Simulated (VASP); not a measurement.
# Si2Ni (Fm-3m) in VASP: further runs, part 2 of 2

VASP 6.6.1. Earlier steps stand in the parts before.

## Step 3: Single point, PBE, collinear spin, ferromagnetic start

This run uses another cell than the first one, of 12.08 Å³/atom.

INCAR reads:

```
ALGO = Normal
EDIFF = 1E-6
ENCUT = 600
GGA = PE
GGA_COMPAT = F
ISIF = 2
ISMEAR = -1
ISPIN = 2
LASPH = T
LCHARG = T
LELF = T
LMAXMIX = 4
LORBIT = 11
LREAL = F
LVHAR = T
LWAVE = F
MAGMOM = 0 0 1.5
NBANDS = 20
NELM = 200
PREC = Accurate
SIGMA = 0.1
```

KPOINTS reads:

```
k-points
0
Gamma
  9 9 9
```

POSCAR reads:

```
Si2Ni
1.0
    0.0000000000      2.6268194169      2.6268194169
    2.6268194169      0.0000000000      2.6268194169
    2.6268194169      2.6268194169      0.0000000000
Si Ni
2 1
Direct
    0.2500000000      0.2500000000      0.2500000000
    0.7500000000      0.7500000000      0.7500000000
    0.0000000000      0.0000000000      0.0000000000
```

Potentials or basis: VASP PAW PBE potentials, release 64 (Si, Ni).

Command:

```sh
cat potpaw_PBE.64/Si/POTCAR potpaw_PBE.64/Ni/POTCAR > POTCAR
mpirun -np 1 vasp_std > vasp.out
```

Run time: 2.3 min. Hardware: 1 thread of Intel Xeon 8259CL, shared host; peak memory 0.21 GiB.

Results (log left out):

* Free energy: -17.1497 eV
* Pressure: 19.8 GPa
* Band gap on the k mesh: zero (filled and empty bands overlap)
* Net moment: 0.00 μB per cell
* Valence electrons inside the program's atomic spheres: Si 1.64; Ni 10.04

Levels at points of the mesh, in eV from the Fermi level:
Spin up:
```
           k point  band 7  band 8  band 9  band 10  band 11  band 12
(0.00, 0.00, 0.00)    0.34    1.75    1.75     1.75     2.05     2.05
```
Spin down:
| k point | band 5 | band 6 | band 7 | band 8 | band 9 | band 10 | band 11 | band 12 | band 13 | band 14 |
| --- | --- | --- | --- | --- | --- | --- | --- | --- | --- | --- |
| (0.00, 0.00, 0.00) | -4.08 | -4.08 | 0.34 | 1.75 | 1.75 | 1.75 | 2.05 | 2.05 | 2.05 | 4.86 |

Caveat: the cell stands under pressure.

## Step 4: Single point, PBE, collinear spin, ferromagnetic start

This run uses another cell than the first one, of 12.69 Å³/atom.

INCAR reads:

```
  PREC = Accurate
  ENCUT = 600
  EDIFF = 1E-6
  ISMEAR = -1
  SIGMA = 0.1
  LREAL = False
  LASPH = True
  NELM = 200
  ALGO = Normal
  ISIF = 2
  LWAVE = False
  LCHARG = False
  ISPIN = 2
  MAGMOM = 0 0 1.5
  LORBIT = 11
  LMAXMIX = 4
  GGA = PE
  NBANDS = 20
  GGA_COMPAT = False
```

KPOINTS reads:

```
regular mesh
0
Gamma
  9 9 9
```

POSCAR reads:

```
Si2Ni
1.0
    0.0000000000      2.6699858129      2.6699858129
    2.6699858129      0.0000000000      2.6699858129
    2.6699858129      2.6699858129      0.0000000000
Si Ni
2 1
Direct
    0.2500000000      0.2500000000      0.2500000000
    0.7500000000      0.7500000000      0.7500000000
    0.0000000000      0.0000000000      0.0000000000
```

Potentials or basis: VASP PAW PBE potentials, release 64 (Si, Ni).

Command:

```sh
cat potpaw_PBE.64/Si/POTCAR potpaw_PBE.64/Ni/POTCAR > POTCAR
mpirun -np 1 vasp_std > vasp.out
```

OUTCAR:

```text
PREC = Accurate
   ENCUT = 600
   EDIFF = 1E-6
   ISMEAR = -1
   LREAL = False
   LASPH = True
   NELM = 200
   ISIF = 2
   ISPIN = 2
   LORBIT = 11
   GGA = PE

 ion  position               nearest neighbor table
   1  0.250  0.250  0.250-   3 2.31   3 2.31   3 2.31   3 2.31   2 2.67   2 2.67   2 2.67   2 2.67
                             2 2.67   2 2.67
   2  0.750  0.750  0.750-   3 2.31   3 2.31   3 2.31   3 2.31   1 2.67   1 2.67   1 2.67   1 2.67
                             1 2.67   1 2.67
   3  0.000  0.000  0.000-   2 2.31   2 2.31   2 2.31   1 2.31   1 2.31   1 2.31   2 2.31   1 2.31

  LATTYP: Found a face centered cubic cell.
 ALAT       =     5.3399716258

  Lattice vectors:

 A1 = (   0.0000000000,   2.6699858129,   2.6699858129)
[... 1329 lines left out ...]
     0.000000000  2.669985813  2.669985813    -0.187266913  0.187266913  0.187266913
     2.669985813  0.000000000  2.669985813     0.187266913 -0.187266913  0.187266913
     2.669985813  2.669985813  0.000000000     0.187266913  0.187266913 -0.187266913

 POSITION                                       TOTAL-FORCE (eV/Angst)
 -----------------------------------------------------------------------------------
      1.33499      1.33499      1.33499         0.000000      0.000000      0.000000
      4.00498      4.00498      4.00498        -0.000000     -0.000000     -0.000000
      0.00000      0.00000      0.00000         0.000000      0.000000      0.000000
 -----------------------------------------------------------------------------------
    total drift:                                0.000000     -0.000000     -0.000000

  FREE ENERGIE OF THE ION-ELECTRON SYSTEM (eV)
  ---------------------------------------------------
  free  energy   TOTEN  =       -17.3161159482 eV

  energy  without entropy=      -17.2835943718  energy(sigma->0) =      -17.29985516

 total charge

# of ion       s       p       d       tot
------------------------------------------
    1        0.738   0.870   0.000   1.607
    2        0.738   0.870   0.000   1.607
    3        0.579   0.853   8.473   9.905
--------------------------------------------------
tot          2.054   2.593   8.473  13.120

 magnetization (x)

# of ion       s       p       d       tot
------------------------------------------
    1       -0.000  -0.000   0.000  -0.000
    2       -0.000  -0.000   0.000  -0.000
    3       -0.000  -0.000   0.000   0.000
--------------------------------------------------
tot         -0.000  -0.000   0.000  -0.000
```

stdout:

```text
POSCAR found type information on POSCAR SiNi
 POSCAR found :  2 types and       3 ions
 scaLAPACK will be used
 LDA part: xc-table for (Slater+PW92), standard interpolation
 POSCAR, INCAR and KPOINTS ok, starting setup
 FFT: planning ... GRIDC
 FFT: planning ... GRID_SOFT
 FFT: planning ... GRID
 WAVECAR not read
 entering main loop
```

Run time: 2.3 min. Hardware: 1 thread of Intel Xeon 8259CL, shared host; peak memory 0.21 GiB.

What came out:

```yaml
Free_energy: -17.3161 eV
Pressure: 9.8 GPa
Band_gap_on_the_k_mesh: zero (filled and empty bands overlap)
Net_moment: 0.00 μB per cell
Valence_electrons_inside_the_program's_atomic_spheres: Si 1.61; Ni 9.90
```

Levels at points of the mesh, in eV from the Fermi level:
Spin up:
```tsv
k point	band 6	band 7	band 8	band 9	band 10	band 11	band 12	band 13
(0.00, 0.00, 0.00)	-3.75	-0.03	1.72	1.72	1.72	2.19	2.19	2.19
```
Spin down:
```tsv
k point	band 7	band 8	band 9	band 10	band 11	band 12
(0.00, 0.00, 0.00)	-0.03	1.72	1.72	1.72	2.19	2.19
```

Caveat: the cell stands under pressure.
